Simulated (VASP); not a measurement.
# SiO2 (P4_2/mnm) in VASP: a series of runs

SiO2 is run at these levels: LDA; tasks: single point.

Program: VASP 6.6.1. These are calculated values, not measurements. Logs are shortened: lines on timing, memory, paths and dates and some standing lists are left out, and cuts for length are marked.

**1. The cell of the first run**

Symmetry: P4_2/mnm, No. 136, tetragonal system. Conventional cell: a = 4.080 Å, b = 4.080 Å, c = 2.981 Å, α = 90.00°, β = 90.00°, γ = 90.00°. Si (site symmetry mmm) has 6 O at 1.76 to 1.87 Å within 2.3 Å. O (site symmetry m2m) has 3 Si at 1.76 to 1.87 Å and 1 O at 2.24 Å within 2.3 Å.

**2. Single point, LDA**

INCAR

```
SYSTEM = SiO2
PREC     = Accurate       ! precision mode
ENCUT    = 520            ! plane-wave cutoff, eV
EDIFF    = 1E-7           ! SCF threshold, eV
ISMEAR   = 0              ! smearing method
SIGMA    = 0.05           ! smearing width, eV
LREAL    = .FALSE.        ! projectors in reciprocal space
LASPH    = .TRUE.         ! aspherical terms in the spheres
NELM     = 100            ! most SCF steps
ALGO     = Normal         ! electronic algorithm
ISIF     = 2              ! what is computed and relaxed
LWAVE    = .FALSE.        ! write WAVECAR
LCHARG   = .TRUE.         ! write CHGCAR
LELF     = .TRUE.         ! ELF
LVHAR    = .TRUE.       
NBANDS   = 25             ! bands
```

KPOINTS

```
regular mesh
0
G
  6 6 8
  0 0 0
```

POSCAR

```
SiO2
1.0
    4.0804000000      0.0000000000      0.0000000000
    0.0000000000      4.0804000000      0.0000000000
    0.0000000000      0.0000000000      2.9807000000
Si O
2 4
Direct
    0.5000000000      0.5000000000      0.5000000000
    0.0000000000      0.0000000000      0.0000000000
    0.6944252994      0.6944252994      0.0000000000
    0.1944252994      0.8055747006      0.5000000000
    0.3055747006      0.3055747006      0.0000000000
    0.8055747006      0.1944252994      0.5000000000
```

Potentials or basis: VASP PAW LDA potentials, release 64 (Si, O).

Command:

```console
> cat potpaw_LDA.64/Si/POTCAR potpaw_LDA.64/O/POTCAR > POTCAR
> mpirun -np 1 vasp_std > vasp.out
```

OUTCAR:

```text
SYSTEM = SiO2
   PREC = Accurate
   ENCUT = 520
   EDIFF = 1E-7
   ISMEAR = 0
   LREAL = .FALSE.
   LASPH = .TRUE.
   NELM = 100
   ISIF = 2

 ion  position               nearest neighbor table
   1  0.500  0.500  0.500-   4 1.76   6 1.76   5 1.87   3 1.87   3 1.87   5 1.87
   2  0.000  0.000  0.000-   3 1.76   5 1.76   4 1.87   6 1.87   4 1.87   6 1.87
   3  0.694  0.694  0.000-   2 1.76   1 1.87   1 1.87
   4  0.194  0.806  0.500-   1 1.76   2 1.87   2 1.87
   5  0.306  0.306  0.000-   2 1.76   1 1.87   1 1.87
   6  0.806  0.194  0.500-   1 1.76   2 1.87   2 1.87

  LATTYP: Found a simple tetragonal cell.
 ALAT       =     4.0804000000
 C/A-ratio  =     0.7304921086

  Lattice vectors:

 A1 = (   4.0804000000,   0.0000000000,   0.0000000000)
 A2 = (   0.0000000000,   4.0804000000,   0.0000000000)
 A3 = (   0.0000000000,   0.0000000000,   2.9807000000)

Analysis of symmetry for initial positions (statically):
=====================================================================
 Subroutine PRICEL returns:
 Original cell was already a primitive cell.

 Routine SETGRP: Setting up the symmetry group for a
 simple tetragonal supercell.

 Subroutine GETGRP returns: Found 16 space group operations
 (whereof  8 operations were pure point group operations)
 out of a pool of 16 trial point group operations.

The static configuration has the point symmetry D_2h.
 The point group associated with its full space group is D_4h.

Analysis of symmetry for dynamics (positions and initial velocities):
=====================================================================
 Subroutine PRICEL returns:
 Original cell was already a primitive cell.

 Routine SETGRP: Setting up the symmetry group for a
 simple tetragonal supercell.

 Subroutine GETGRP returns: Found 16 space group operations
 (whereof  8 operations were pure point group operations)
 out of a pool of 16 trial point group operations.

The dynamic configuration has the point symmetry D_2h.
 The point group associated with its full space group is D_4h.

 Subroutine INISYM returns: Found 16 space group operations
 (whereof  8 operations are pure point group operations),
 and found     1 'primitive' translations

----------------------------------------------------------------------------------------

                                     Primitive cell

  volume of cell :      49.6277

  direct lattice vectors                    reciprocal lattice vectors
     4.080400000  0.000000000  0.000000000     0.245074012  0.000000000  0.000000000
     0.000000000  4.080400000  0.000000000     0.000000000  0.245074012  0.000000000
     0.000000000  0.000000000  2.980700000     0.000000000  0.000000000  0.335491663

  length of vectors
     4.080400000  4.080400000  2.980700000     0.245074012  0.245074012  0.335491663

  position of ions in fractional coordinates (direct lattice)
     0.500000000  0.500000000  0.500000000
     0.000000000  0.000000000  0.000000000
     0.694425299  0.694425299  0.000000000
     0.194425299  0.805574701  0.500000000
     0.305574701  0.305574701  0.000000000
     0.805574701  0.194425299  0.500000000

  ion indices of the primitive-cell ions
   primitive index   ion index
                 1           1
                 2           2
                 3           3
                 4           4
                 5           5
                 6           6

----------------------------------------------------------------------------------------

 KPOINTS: regular mesh

Automatic generation of k-mesh.
 Grid dimensions read from file:
 generate k-points for:    6    6    8

 Generating k-lattice:

  Cartesian coordinates                     Fractional coordinates (reciprocal lattice)
     0.040845669  0.000000000  0.000000000     0.166666667  0.000000000  0.000000000
     0.000000000  0.040845669  0.000000000     0.000000000  0.166666667  0.000000000
     0.000000000  0.000000000  0.041936458     0.000000000  0.000000000  0.125000000

  Length of vectors
     0.040845669  0.040845669  0.041936458

  Shift w.r.t. Gamma in fractional coordinates (k-lattice)
     0.000000000  0.000000000  0.000000000

 Subroutine IBZKPT returns following result:
 ===========================================

 Found     50 irreducible k-points:

 Following reciprocal coordinates:
            Coordinates               Weight
  0.000000  0.000000  0.000000      1.000000
  0.166667  0.000000  0.000000      4.000000
  0.333333  0.000000  0.000000      4.000000
  0.500000  0.000000  0.000000      2.000000
  0.166667  0.166667  0.000000      4.000000
  0.333333  0.166667  0.000000      8.000000
[... 16 lines left out ...]
  0.333333  0.000000  0.250000      8.000000
  0.500000  0.000000  0.250000      4.000000
 [... further k-points ...]
   k-points           NKPTS =     50   k-points in BZ     NKDIM =     50   number of bands    NBANDS=     25
   number of dos      NEDOS =    301   number of ions     NIONS =      6
   total plane-waves  NPLWV =  21600
   dimension x,y,z NGX =    30 NGY =   30 NGZ =   24
   dimension x,y,z NGXF=    60 NGYF=   60 NGZF=   48
   ions per type =               2   4
   NGX,Y,Z   is equivalent  to a cutoff of  12.22, 12.22, 13.39 a.u.
   NGXF,Y,Z  is equivalent  to a cutoff of  24.45, 24.45, 26.77 a.u.
 SYSTEM =  SiO2
   PREC   = accura    normal or accurate (medium, high low for compatibility)
   ISTART =      0    job   : 0-new  1-cont  2-samecut
   ICHARG =      2    charge: 1-file 2-atom 10-const
   ISPIN  =      1    spin polarized calculation?
   LNONCOLLINEAR =      F non collinear calculations
   LSORBIT =      F    spin-orbit coupling
   LASPH  =      T    aspherical Exc in radial PAW
   ENCUT  =  520.0 eV  38.22 Ry    6.18 a.u.   7.59  7.59  5.54*2*pi/ulx,y,z
   NELM   =    100;   NELMIN=  2; NELMDL= -5     # of ELM steps
   EDIFF  = 0.1E-06   stopping-criterion for ELM
   LREAL  =      F    real-space projection
   EDIFFG = 0.1E-05   stopping-criterion for IOM
   NSW    =      0    number of steps for IOM
   IBRION =     -1    ionic relax: 0-MD 1-quasi-New 2-CG
   NFREE  =      0    steps in history (QN), initial steepest desc. (CG)
   ISIF   =      2    stress and relaxation
   ISYM   =      2    0-nonsym 1-usesym 2-fastsym
   POTIM  = 0.5000    time-step for ionic-motion
   TEBEG  =    0.0;   TEEND  =   0.0 temperature during run
   PSTRESS=    0.0 pullay stress
   NELECT =      32.0000    total number of electrons
   NUPDOWN=      -1.0000    fix difference up-down
   EMIN   =  10.00;   EMAX   =-10.00  energy-range for DOS
   EFERMI =   0.00;   METHOD = LEGACY
   ISMEAR =     0;   SIGMA  =   0.05  broadening in eV -4-tet -1-fermi 0-gaus
   EFERMI_NEDOS =   21; number of points for ismear=-14 and -15
   IALGO  =     38    algorithm
   IMIX   =      4    mixing-type and parameters
     AMIX     =   0.40;   BMIX     =  1.00
     AMIX_MAG =   1.60;   BMIX_MAG =  1.00
  volume/ion in A,a.u.               =       8.27        55.82
  Fermi-wavevector in a.u.,A,eV,Ry     =   1.414328  2.672693 27.216069  2.000325
  Thomas-Fermi vector in A             =   2.535882
   LORBIT       =      0    0 simple, 1 ext, 2 COOP (PROOUT), +10 PAW based schemes
   GGA     = CA    functional components
   LHFCALC =     F    Hartree Fock is set to
   AEXX    =    0.0000 exact exchange contribution
   IVDW    =     0    specifies the selected vdW correction
   LEPSILON=     F    determine dielectric tensor
   LRPA    =     F    only Hartree local field effects (RPA)
 non-spin polarized calculation
 Gauss-broadening in eV      SIGMA  =   0.05
  energy-cutoff  :      520.00
  volume of cell :       49.63
 maximum number of plane-waves:      1363
   NGX = 15   NGY = 15   NGZ = 11

 number of electron      32.0000009 magnetization

 Free energy of the ion-electron system (eV)
  ---------------------------------------------------
  ext. energy  EPLUGINS =         0.00000000
  ---------------------------------------------------
  free energy    TOTEN  =       -50.98625640 eV

  energy without entropy =      -50.98625640  energy(sigma->0) =      -50.98625640

 E-fermi :   7.4761     XC(G=0): -12.4534

 val. band max:        7.2244466755   @ k =   0.0000   0.0000   0.0000
 cond. band min:      11.2174115021   @ k =   0.0000   0.0000   0.0000
 fundamental gap:      3.9929648266
 Fermi energy:         7.4761273129

 k-point     1 :       0.0000    0.0000    0.0000
  band No.  band energies     occupation
      1     -14.2757      2.00000
      2     -10.6173      2.00000
      3     -10.6173      2.00000
      4     -10.2066      2.00000
      5      -3.1929      2.00000
      6       0.9211      2.00000
[... 17 lines left out ...]
     24      21.8757      0.00000
     25      22.4737      0.00000

 k-point     2 :       0.1667    0.0000    0.0000
  band No.  band energies     occupation
      1     -14.1217      2.00000
      2     -11.1936      2.00000
      3     -10.5473      2.00000
      4      -9.9750      2.00000
      5      -2.9063      2.00000
      6       1.0433      2.00000
[... 17 lines left out ...]
     24      21.2946      0.00000
     25      21.5142      0.00000

 k-point     3 :       0.3333    0.0000    0.0000
  band No.  band energies     occupation
      1     -13.6723      2.00000
      2     -12.0926      2.00000
      3     -10.3589      2.00000
      4      -9.9429      2.00000
      5      -2.1823      2.00000
      6      -0.1231      2.00000
[... 17 lines left out ...]
     24      19.9476      0.00000
     25      20.8820      0.00000

 k-point     4 :       0.5000    0.0000    0.0000
  band No.  band energies     occupation
      1     -12.9685      2.00000
      2     -12.9685      2.00000
      3     -10.1194      2.00000
      4     -10.1194      2.00000
      5      -1.2240      2.00000
      6      -1.2240      2.00000
[... 17 lines left out ...]
     24      19.2091      0.00000
     25      21.8030      0.00000

 k-point     5 :       0.1667    0.1667    0.0000
  band No.  band energies     occupation
      1     -13.9715      2.00000
      2     -11.3498      2.00000
      3     -10.7367      2.00000
      4      -9.9174      2.00000
      5      -2.6177      2.00000
      6       0.7272      2.00000
[... 17 lines left out ...]
     24      21.1351      0.00000
     25      21.2191      0.00000

 k-point     6 :       0.3333    0.1667    0.0000
  band No.  band energies     occupation
      1     -13.5346      2.00000
      2     -12.0435      2.00000
      3     -10.6241      2.00000
      4     -10.0344      2.00000
      5      -1.9052      2.00000
      6      -0.0777      2.00000
[... 17 lines left out ...]
     24      19.9902      0.00000
     25      20.9624      0.00000
[... 393 lines left out ...]
 k-point    21 :       0.0000    0.0000    0.2500
  band No.  band energies     occupation
      1     -13.6388      2.00000
      2     -10.5948      2.00000
      3     -10.4078      2.00000
      4     -10.4078      2.00000
      5      -3.0590      2.00000
      6       0.6453      2.00000
[... 17 lines left out ...]
     24      21.2381      0.00000
     25      21.2478      0.00000

 k-point    22 :       0.1667    0.0000    0.2500
  band No.  band energies     occupation
      1     -13.4976      2.00000
      2     -11.0121      2.00000
      3     -10.3745      2.00000
      4     -10.2481      2.00000
      5      -2.7523      2.00000
      6       0.2713      2.00000
[... 17 lines left out ...]
     24      20.5286      0.00000
     25      20.8722      0.00000

 k-point    23 :       0.3333    0.0000    0.2500
  band No.  band energies     occupation
      1     -13.0888      2.00000
      2     -11.7165      2.00000
      3     -10.2934      2.00000
      4     -10.1826      2.00000
      5      -1.9499      2.00000
      6      -0.1830      2.00000
[... 17 lines left out ...]
     24      19.5972      0.00000
     25      20.6426      0.00000

 k-point    24 :       0.5000    0.0000    0.2500
  band No.  band energies     occupation
      1     -12.4624      2.00000
      2     -12.4624      2.00000
      3     -10.2121      2.00000
      4     -10.2121      2.00000
      5      -0.8691      2.00000
      6      -0.8691      2.00000
[... 17 lines left out ...]
     24      19.1562      0.00000
     25      20.4998      0.00000

 [... further k-points ...]
[... 5 lines left out ...]
  --------------------------------------------------------------------------------------
  -------------------------------------------------------------------------------------
  Total       -2.0740734     -2.0740734    -16.9583611     -0.0000000      0.0000000      0.0000000
  in kB      -66.9593085    -66.9593085   -547.4830984     -0.0000000      0.0000000      0.0000000
  external PRESSURE =    -227.1339051 kB  Pullay stress =       0.0000000 kB

 VOLUME and BASIS-vectors are now :
 -----------------------------------------------------------------------------
  energy-cutoff  :      520.00
  volume of cell :       49.63
      direct lattice vectors                 reciprocal lattice vectors
     4.080400000  0.000000000  0.000000000     0.245074012  0.000000000  0.000000000
     0.000000000  4.080400000  0.000000000     0.000000000  0.245074012  0.000000000
     0.000000000  0.000000000  2.980700000     0.000000000  0.000000000  0.335491663

 POSITION                                       TOTAL-FORCE (eV/Angst)
 -----------------------------------------------------------------------------------
      2.04020      2.04020      1.49035        -0.000000     -0.000000     -0.000000
      0.00000      0.00000      0.00000        -0.000000     -0.000000     -0.000000
      2.83353      2.83353      0.00000         0.366979      0.366979     -0.000000
      0.79333      3.28707      1.49035         0.366979     -0.366979     -0.000000
      1.24687      1.24687      0.00000        -0.366979     -0.366979      0.000000
      3.28707      0.79333      1.49035        -0.366979      0.366979     -0.000000
 -----------------------------------------------------------------------------------
    total drift:                               -0.000000      0.000000      0.000000

  FREE ENERGIE OF THE ION-ELECTRON SYSTEM (eV)
  ---------------------------------------------------
  free  energy   TOTEN  =       -50.9862564002 eV

  energy  without entropy=      -50.9862564002  energy(sigma->0) =      -50.98625640
```

Wall time 54 s (1 thread of Intel Xeon 8259CL, shared host); peak memory 0.17 GiB.

Results:

* Free energy: -50.9863 eV
* Pressure: -22.7 GPa
* Largest force: 0.519 eV/Å
* Band gap on the k mesh: 3.99 eV

Forces in eV/Å, atoms in the order of the input:
```
Si   0.000  0.000  0.000
Si   0.000  0.000  0.000
O    0.367  0.367  0.000
O    0.367 -0.367  0.000
O   -0.367 -0.367  0.000
O   -0.367  0.367  0.000
```

Levels at points of the mesh, in eV from the valence-band top:
| k point | band 14 | band 15 | band 16 | band 17 | band 18 | band 19 |
| --- | --- | --- | --- | --- | --- | --- |
| (0.00, 0.00, 0.00) | -0.63 | -0.63 | 0.00 | 3.99 | 4.69 | 6.26 |
| (0.50, 0.00, 0.00) | -2.69 | -0.83 | -0.83 | 6.00 | 6.00 | 7.08 |
| (0.50, 0.50, 0.00) | -2.89 | -1.53 | -1.53 | 5.66 | 5.66 | 8.27 |
| (0.00, 0.00, 0.50) | -3.06 | -2.20 | -2.20 | 8.27 | 8.27 | 11.42 |
| (0.50, 0.00, 0.50) | -1.72 | -1.37 | -1.37 | 8.19 | 8.19 | 10.23 |
| (0.50, 0.50, 0.50) | -1.16 | -1.15 | -1.15 | 6.62 | 6.62 | 10.93 |

Caveat: the cell stands under tension.

(Continued in part 2 of 2.)
